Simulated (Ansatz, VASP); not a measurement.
# Two plane-wave programs on BMoW3

```
B Mo W
1.0
     4.19959    0.00000    0.00000
     0.00000    4.19959    0.00000
     0.00000    0.00000    4.19944
B Mo W
1 1 3
Direct
  0.50000 0.50000 0.55430
  0.00000 0.00000 0.05374
  0.50000 0.00000 0.55445
  0.00000 0.50000 0.55445
  0.50000 0.50000 0.05439
```

Alike in both runs: functional PBE; k mesh 4 × 4 × 4; occupations gaussian, width 0.1 eV; no spin polarisation.

Ansatz relaxed the structure, and its values are those at the end. VASP's run is a single point on that final structure, the one shown.

|  | VASP | Ansatz |
| --- | --- | --- |
| version | VASP 6.6.1 | Ansatz 0.2.0 |
| potentials or method | VASP PAW PBE potentials, release 64 (B, Mo_sv, W_sv), cutoff 520 eV | scalar-relativistic, plane waves, PAW |
| valence electrons in the cell | 59 | 59 |

VASP gave:

```
gap on the k mesh at the Fermi level (eV) : none
pressure (GPa)                            : 0.5
```

Problem. Estimate Ansatz's values.

Solution. gap on the k mesh at the Fermi level (eV): none; pressure (GPa): 0.1.

A gap of «none» marks a metal or a gap that the smearing closes.

The k mesh is coarse, so the values compare programs but aren't converged. Spin-orbit coupling is off throughout.
